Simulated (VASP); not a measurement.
# ZnSnN2 (P-4m2) in VASP: further runs

ZnSnN2 is run at these levels: PBE; tasks: single point.

All numbers are computed with VASP 6.6.1; they aren't measurements. Logs are shortened: lines on timing, memory, paths and dates and some standing lists are left out, and cuts for length are marked.

**1. The cell of the first run**

It takes space group P-4m2 (No. 115, tetragonal). The conventional cell has a = 3.428 Å, b = 3.428 Å, c = 9.069 Å, α = 90.00°, β = 90.00°, γ = 90.00°. Within 2.5 Å of Zn (site symmetry 2mm) lie 4 N at 1.92 to 2.17 Å. Within 2.5 Å of N (site symmetry -4m2) lie 4 Zn at 1.92 Å. N (site symmetry 2mm) has 2 Sn at 2.00 Å and 2 Zn at 2.17 Å within 2.6 Å. N (site symmetry -4m2) has 4 Sn at 2.15 Å within 2.9 Å. Within 2.6 Å of Sn (site symmetry 2mm) lie 4 N at 2.00 to 2.15 Å.

**2. Single point, PBE (volume changed by -6%)**

Input file INCAR:

```
PREC = Accurate ; ENCUT = 520
EDIFF = 1E-6 ; ISMEAR = -1
SIGMA = 0.02 ; LREAL = F
LASPH = T ; NELM = 60
ALGO = Normal ; ISIF = 2
LWAVE = F ; LCHARG = T
GGA = PE ; LELF = T
LVHAR = T ; NBANDS = 46
```

Input file KPOINTS:

```
regular mesh
0
Gamma
  6 6 2
```

Input file POSCAR:

```
ZnSnN2
1.0
    3.4276270595      0.0000000000      0.0000000000
    0.0000000000      3.4276270595      0.0000000000
    0.0000000000      0.0000000000      9.0689792239
Zn N Sn
2 4 2
Direct
    0.5000000000      0.0000000000      0.9038118136
    0.0000000000      0.5000000000      0.0961881864
    0.5000000000      0.5000000000      0.0000000000
    0.0000000000      0.0000000000      0.2426800014
    0.5000000000      0.5000000000      0.5000000000
    0.0000000000      0.0000000000      0.7573199986
    0.5000000000      0.0000000000      0.3559829609
    0.0000000000      0.5000000000      0.6440170391
```

Potentials or basis: VASP PAW PBE potentials, release 64 (Zn, N, Sn_d).

Command:

```bash
cat potpaw_PBE.64/Zn/POTCAR potpaw_PBE.64/N/POTCAR potpaw_PBE.64/Sn_d/POTCAR > POTCAR
mpirun -np 1 vasp_std > vasp.out
```

OUTCAR:

```text
PREC = Accurate
   ENCUT = 520
   EDIFF = 1E-6
   ISMEAR = -1
   LREAL = F
   LASPH = T
   NELM = 60
   ISIF = 2
   GGA = PE

 ion  position               nearest neighbor table
   1  0.500  0.000  0.904-   3 1.92   3 1.92   6 2.17   6 2.17   2 2.99   2 2.99   2 2.99   2 2.99
                             8 3.38   8 3.38   8 3.38   8 3.38
   2  0.000  0.500  0.096-   3 1.92   3 1.92   4 2.17   4 2.17   1 2.99   1 2.99   1 2.99   1 2.99
                             7 3.38   7 3.38   7 3.38   7 3.38
   3  0.500  0.500  0.000-   1 1.92   2 1.92   1 1.92   2 1.92
   4  0.000  0.000  0.243-   7 2.00   7 2.00   2 2.17   2 2.17
   5  0.500  0.500  0.500-   7 2.15   8 2.15   7 2.15   8 2.15
   6  0.000  0.000  0.757-   8 2.00   8 2.00   1 2.17   1 2.17
   7  0.500  0.000  0.356-   4 2.00   4 2.00   5 2.15   5 2.15   2 3.38   2 3.38   2 3.38   2 3.38
                             8 3.56   8 3.56   8 3.56   8 3.56
   8  0.000  0.500  0.644-   6 2.00   6 2.00   5 2.15   5 2.15   1 3.38   1 3.38   1 3.38   1 3.38
                             7 3.56   7 3.56   7 3.56   7 3.56

  LATTYP: Found a simple tetragonal cell.
 ALAT       =     3.4276270595
 C/A-ratio  =     2.6458477152

  Lattice vectors:

 A1 = (   3.4276270595,   0.0000000000,   0.0000000000)
 A2 = (   0.0000000000,   3.4276270595,   0.0000000000)
 A3 = (   0.0000000000,   0.0000000000,   9.0689792239)

Analysis of symmetry for initial positions (statically):
=====================================================================
 Subroutine PRICEL returns:
 Original cell was already a primitive cell.

 Routine SETGRP: Setting up the symmetry group for a
 simple tetragonal supercell.

 Subroutine GETGRP returns: Found  8 space group operations
 (whereof  8 operations were pure point group operations)
 out of a pool of 16 trial point group operations.

The static configuration has the point symmetry D_2d.

Analysis of symmetry for dynamics (positions and initial velocities):
=====================================================================
 Subroutine PRICEL returns:
 Original cell was already a primitive cell.

 Routine SETGRP: Setting up the symmetry group for a
 simple tetragonal supercell.

 Subroutine GETGRP returns: Found  8 space group operations
 (whereof  8 operations were pure point group operations)
 out of a pool of 16 trial point group operations.

The dynamic configuration has the point symmetry D_2d.

 Subroutine INISYM returns: Found  8 space group operations
 (whereof  8 operations are pure point group operations),
 and found     1 'primitive' translations

----------------------------------------------------------------------------------------

                                     Primitive cell

  volume of cell :     106.5481

  direct lattice vectors                    reciprocal lattice vectors
     3.427627059  0.000000000  0.000000000     0.291747026  0.000000000  0.000000000
     0.000000000  3.427627059  0.000000000     0.000000000  0.291747026  0.000000000
     0.000000000  0.000000000  9.068979224     0.000000000  0.000000000  0.110265993

  length of vectors
     3.427627059  3.427627059  9.068979224     0.291747026  0.291747026  0.110265993

  position of ions in fractional coordinates (direct lattice)
     0.500000000  0.000000000  0.903811814
     0.000000000  0.500000000  0.096188186
     0.500000000  0.500000000  0.000000000
     0.000000000  0.000000000  0.242680001
     0.500000000  0.500000000  0.500000000
     0.000000000  0.000000000  0.757319999
     0.500000000  0.000000000  0.355982961
     0.000000000  0.500000000  0.644017039

  ion indices of the primitive-cell ions
   primitive index   ion index
                 1           1
                 2           2
                 3           3
                 4           4
                 5           5
                 6           6
                 7           7
                 8           8

----------------------------------------------------------------------------------------

 KPOINTS: regular mesh

Automatic generation of k-mesh.
 Grid dimensions read from file:
 generate k-points for:    6    6    2

 Generating k-lattice:

  Cartesian coordinates                     Fractional coordinates (reciprocal lattice)
     0.048624504  0.000000000  0.000000000     0.166666667  0.000000000  0.000000000
     0.000000000  0.048624504  0.000000000     0.000000000  0.166666667  0.000000000
     0.000000000  0.000000000  0.055132997     0.000000000  0.000000000  0.500000000

  Length of vectors
     0.048624504  0.048624504  0.055132997

  Shift w.r.t. Gamma in fractional coordinates (k-lattice)
     0.000000000  0.000000000  0.000000000

 Subroutine IBZKPT returns following result:
 ===========================================

 Found     20 irreducible k-points:

 Following reciprocal coordinates:
            Coordinates               Weight
  0.000000  0.000000  0.000000      1.000000
  0.166667  0.000000  0.000000      4.000000
  0.333333  0.000000  0.000000      4.000000
  0.500000  0.000000  0.000000      2.000000
  0.166667  0.166667  0.000000      4.000000
  0.333333  0.166667  0.000000      8.000000
[... 12 lines left out ...]
  0.500000  0.333333  0.500000      4.000000
  0.500000  0.500000  0.500000      1.000000
   k-points           NKPTS =     20   k-points in BZ     NKDIM =     20   number of bands    NBANDS=     46
   number of dos      NEDOS =    301   number of ions     NIONS =      8
   total plane-waves  NPLWV =  54880
   dimension x,y,z NGX =    28 NGY =   28 NGZ =   70
   dimension x,y,z NGXF=    56 NGYF=   56 NGZF=  140
   ions per type =               2   4   2
   NGX,Y,Z   is equivalent  to a cutoff of  13.58, 13.58, 12.83 a.u.
   NGXF,Y,Z  is equivalent  to a cutoff of  27.16, 27.16, 25.66 a.u.
 SYSTEM =  unknown system
   PREC   = accura    normal or accurate (medium, high low for compatibility)
   ISTART =      0    job   : 0-new  1-cont  2-samecut
   ICHARG =      2    charge: 1-file 2-atom 10-const
   ISPIN  =      1    spin polarized calculation?
   LNONCOLLINEAR =      F non collinear calculations
   LSORBIT =      F    spin-orbit coupling
   LASPH  =      T    aspherical Exc in radial PAW
   ENCUT  =  520.0 eV  38.22 Ry    6.18 a.u.   6.37  6.37 16.86*2*pi/ulx,y,z
   NELM   =     60;   NELMIN=  2; NELMDL= -5     # of ELM steps
   EDIFF  = 0.1E-05   stopping-criterion for ELM
   LREAL  =      F    real-space projection
   EDIFFG = 0.1E-04   stopping-criterion for IOM
   NSW    =      0    number of steps for IOM
   IBRION =     -1    ionic relax: 0-MD 1-quasi-New 2-CG
   NFREE  =      0    steps in history (QN), initial steepest desc. (CG)
   ISIF   =      2    stress and relaxation
   ISYM   =      2    0-nonsym 1-usesym 2-fastsym
   POTIM  = 0.5000    time-step for ionic-motion
   TEBEG  =    0.0;   TEEND  =   0.0 temperature during run
   PSTRESS=    0.0 pullay stress
   NELECT =      72.0000    total number of electrons
   NUPDOWN=      -1.0000    fix difference up-down
   EMIN   =  10.00;   EMAX   =-10.00  energy-range for DOS
   EFERMI =   0.00;   METHOD = LEGACY
   ISMEAR =    -1;   SIGMA  =   0.02  broadening in eV -4-tet -1-fermi 0-gaus
   EFERMI_NEDOS =   21; number of points for ismear=-14 and -15
   IALGO  =     38    algorithm
   IMIX   =      4    mixing-type and parameters
     AMIX     =   0.40;   BMIX     =  1.00
     AMIX_MAG =   1.60;   BMIX_MAG =  1.00
  volume/ion in A,a.u.               =      13.32        89.88
  Fermi-wavevector in a.u.,A,eV,Ry     =   1.436604  2.714788 28.080137  2.063832
  Thomas-Fermi vector in A             =   2.555774
   LORBIT       =      0    0 simple, 1 ext, 2 COOP (PROOUT), +10 PAW based schemes
   GGA     = PE    functional components
   LHFCALC =     F    Hartree Fock is set to
   AEXX    =    0.0000 exact exchange contribution
   IVDW    =     0    specifies the selected vdW correction
   LEPSILON=     F    determine dielectric tensor
   LRPA    =     F    only Hartree local field effects (RPA)
 non-spin polarized calculation
  energy-cutoff  :      520.00
  volume of cell :      106.55
 maximum number of plane-waves:      2904
 NGX is ok and might be reduce to    28
   NGX = 13   NGY = 13   NGZ = 33

 number of electron      71.9999983 magnetization

 Free energy of the ion-electron system (eV)
  ---------------------------------------------------
  ext. energy  EPLUGINS =         0.00000000
  ---------------------------------------------------
  free energy    TOTEN  =       -41.21949679 eV

  energy without entropy =      -41.21762657  energy(sigma->0) =      -41.21856168

 E-fermi :   6.3164     XC(G=0): -11.1633

 val. band max:        6.2829025108   @ k =   0.5000   0.0000   0.0000
 cond. band min:       6.8814805703   @ k =   0.1667   0.0000   0.0000
 fundamental gap:      0.5985780595
 Fermi energy:         6.3164446527

 k-point     1 :       0.0000    0.0000    0.0000
  band No.  band energies     occupation
      1     -16.2522      2.00000
      2     -16.1591      2.00000
      3     -15.9589      2.00000
      4     -15.9589      2.00000
      5     -15.9090      2.00000
      6     -15.8769      2.00000
[... 38 lines left out ...]
     45      13.6677      0.00000
     46      14.9131      0.00000

 k-point     2 :       0.1667    0.0000    0.0000
  band No.  band energies     occupation
      1     -16.2188      2.00000
      2     -16.1315      2.00000
      3     -15.9913      2.00000
      4     -15.9532      2.00000
      5     -15.9306      2.00000
      6     -15.8836      2.00000
[... 38 lines left out ...]
     45      13.6582      0.00000
     46      14.0090      0.00000

 k-point     3 :       0.3333    0.0000    0.0000
  band No.  band energies     occupation
      1     -16.1628      2.00000
      2     -16.0932      2.00000
      3     -16.0515      2.00000
      4     -15.9853      2.00000
      5     -15.9397      2.00000
      6     -15.8936      2.00000
[... 822 lines left out ...]
     45      13.9381      0.00000
     46      14.6369      0.00000

 k-point    20 :       0.5000    0.5000    0.5000
  band No.  band energies     occupation
      1     -16.2327      2.00000
      2     -16.1069      2.00000
      3     -16.0367      2.00000
      4     -15.9078      2.00000
      5     -15.8669      2.00000
      6     -15.8669      2.00000
[... 38 lines left out ...]
     45      14.7203      0.00000
     46      14.7203      0.00000

------------------------ aborting loop because EDIFF is reached ----------------------------------------

  FORCE on cell =-STRESS in cart. coord.  units (eV):
  Direction    XX          YY          ZZ          XY          YZ          ZX
  --------------------------------------------------------------------------------------
  -------------------------------------------------------------------------------------
  Total        6.9185713      6.9185713      5.4829902      0.0000000      0.0000000      0.0000000
  in kB      104.0354787    104.0354787     82.4484551      0.0000000      0.0000000      0.0000000
  external PRESSURE =      96.8398041 kB  Pullay stress =       0.0000000 kB

 VOLUME and BASIS-vectors are now :
 -----------------------------------------------------------------------------
  energy-cutoff  :      520.00
  volume of cell :      106.55
      direct lattice vectors                 reciprocal lattice vectors
     3.427627059  0.000000000  0.000000000     0.291747026  0.000000000  0.000000000
     0.000000000  3.427627059  0.000000000     0.000000000  0.291747026  0.000000000
     0.000000000  0.000000000  9.068979224     0.000000000  0.000000000  0.110265993

 POSITION                                       TOTAL-FORCE (eV/Angst)
 -----------------------------------------------------------------------------------
      1.71381      0.00000      8.19665         0.000000      0.000000     -0.204793
      0.00000      1.71381      0.87233        -0.000000      0.000000      0.204793
      1.71381      1.71381      0.00000         0.000000     -0.000000      0.000000
      0.00000      0.00000      2.20086        -0.000000      0.000000     -0.270978
      1.71381      1.71381      4.53449        -0.000000      0.000000      0.000000
      0.00000      0.00000      6.86812        -0.000000     -0.000000      0.270978
      1.71381      0.00000      3.22840        -0.000000      0.000000      0.032941
      0.00000      1.71381      5.84058        -0.000000      0.000000     -0.032941
 -----------------------------------------------------------------------------------
    total drift:                                0.000000     -0.000000     -0.000000

  FREE ENERGIE OF THE ION-ELECTRON SYSTEM (eV)
  ---------------------------------------------------
  free  energy   TOTEN  =       -41.2194967901 eV

  energy  without entropy=      -41.2176265739  energy(sigma->0) =      -41.21856168
```

Run time: 1.7 min. Hardware: 1 thread of Intel Xeon Platinum 8488C (Sapphire Rapids), shared host; peak memory 0.27 GiB.

Results:

- Free energy: -41.2195 eV
- Pressure: 9.7 GPa
- Largest force: 0.271 eV/Å
- Band gap on the k mesh: zero (band 36 reaches 6.28 eV, above the bottom of band 37 at 6.17 eV)

Forces on the atoms (eV/Å):
```
Zn   0.000  0.000 -0.205
Zn   0.000  0.000  0.205
N    0.000  0.000  0.000
N    0.000  0.000 -0.271
N    0.000  0.000  0.000
N    0.000  0.000  0.271
Sn   0.000  0.000  0.033
Sn   0.000  0.000 -0.033
```

Levels at points of the mesh, in eV from the Fermi level:
```csv
k point,band 32,band 33,band 34,band 35,band 36,band 37,band 38,band 39,band 40,band 41
"(0.00, 0.00, 0.00)",-1.91,-1.91,-0.72,-0.25,-0.15,-0.15,1.06,2.19,3.76,4.07
"(0.50, 0.00, 0.00)",-3.26,-1.36,-1.30,-0.42,-0.03,1.35,1.66,4.00,4.69,5.03
"(0.50, 0.50, 0.00)",-4.13,-2.99,-1.87,-1.84,-1.84,1.33,1.67,3.78,3.78,4.28
"(0.00, 0.00, 0.50)",-1.85,-1.73,-1.73,-0.21,-0.21,0.93,1.00,1.64,3.51,4.00
"(0.50, 0.00, 0.50)",-2.66,-1.88,-1.36,-0.71,-0.03,1.57,1.93,3.91,4.80,4.84
"(0.50, 0.50, 0.50)",-3.81,-3.47,-2.06,-1.89,-1.89,1.93,2.17,3.55,3.84,3.84
```

Caveat: spin-orbit coupling is left out, which moves the levels of the heavy elements.

**3. Single point, PBE (volume changed by -3%)**

Input file INCAR:

```
SYSTEM = ZnSnN2
  ALGO = Normal
  EDIFF = 1E-6
  ENCUT = 520
  GGA = PE
  ISIF = 2
  ISMEAR = -1
  LASPH = .True.
  LCHARG = .False.
  LREAL = .False.
  LWAVE = .False.
  NBANDS = 46
  NELM = 80
  PREC = Accurate
  SIGMA = 0.02
```

Input file KPOINTS:

```
k-points
0
Gamma
  6 6 2
  0 0 0
```

Edit POSCAR of step 2 so:

```diff
@@ -2,5 +2,5 @@
 1.0
-    3.4276270595      0.0000000000      0.0000000000
-    0.0000000000      3.4276270595      0.0000000000
-    0.0000000000      0.0000000000      9.0689792239
+    3.4637099960      0.0000000000      0.0000000000
+    0.0000000000      3.4637099960      0.0000000000
+    0.0000000000      0.0000000000      9.1644491788
 Zn N Sn
```

Potentials or basis: VASP PAW PBE potentials, release 64 (Zn, N, Sn_d).

Command:

```bash
cat potpaw_PBE.64/Zn/POTCAR potpaw_PBE.64/N/POTCAR potpaw_PBE.64/Sn_d/POTCAR > POTCAR
mpirun -np 1 vasp_std > vasp.out
```

Wall time 2.1 min (1 thread of Intel Xeon Platinum 8488C (Sapphire Rapids), shared host); peak memory 0.27 GiB.

The run converged. Its results:

```
Free energy            : -41.3720 eV
Pressure               : 4.6 GPa
Largest force          : 0.124 eV/Å
Band gap on the k mesh : zero (band 36 reaches 5.90 eV, above the bottom of band 37 at 5.79 eV)
```

Forces on the atoms (eV/Å):
```
Zn   0.000  0.000 -0.124
Zn   0.000  0.000  0.124
N    0.000  0.000  0.000
N    0.000  0.000 -0.120
N    0.000  0.000  0.000
N    0.000  0.000  0.120
Sn   0.000  0.000  0.005
Sn   0.000  0.000 -0.005
```

Stress tensor (GPa, compression positive):
```
4.99 0.00 0.00
0.00 4.99 0.00
0.00 0.00 3.94
```

Levels at points of the mesh, in eV from the Fermi level:
| k point | band 32 | band 33 | band 34 | band 35 | band 36 | band 37 | band 38 | band 39 | band 40 | band 41 |
| --- | --- | --- | --- | --- | --- | --- | --- | --- | --- | --- |
| (0.00, 0.00, 0.00) | -1.82 | -1.82 | -0.77 | -0.27 | -0.14 | -0.14 | 1.09 | 2.09 | 3.72 | 3.94 |
| (0.50, 0.00, 0.00) | -3.18 | -1.28 | -1.27 | -0.39 | -0.03 | 1.26 | 1.53 | 3.97 | 4.66 | 4.98 |
| (0.50, 0.50, 0.00) | -4.03 | -2.90 | -1.78 | -1.78 | -1.75 | 1.34 | 1.73 | 3.62 | 3.62 | 4.25 |
| (0.00, 0.00, 0.50) | -1.88 | -1.66 | -1.66 | -0.21 | -0.21 | 0.93 | 0.95 | 1.60 | 3.47 | 3.87 |
| (0.50, 0.00, 0.50) | -2.56 | -1.87 | -1.29 | -0.69 | -0.04 | 1.49 | 1.80 | 3.87 | 4.76 | 4.79 |
| (0.50, 0.50, 0.50) | -3.66 | -3.39 | -1.93 | -1.84 | -1.84 | 1.93 | 2.23 | 3.55 | 3.68 | 3.68 |

Caveat: spin-orbit coupling is left out, which moves the levels of the heavy elements.

[end of part 1 of 2]
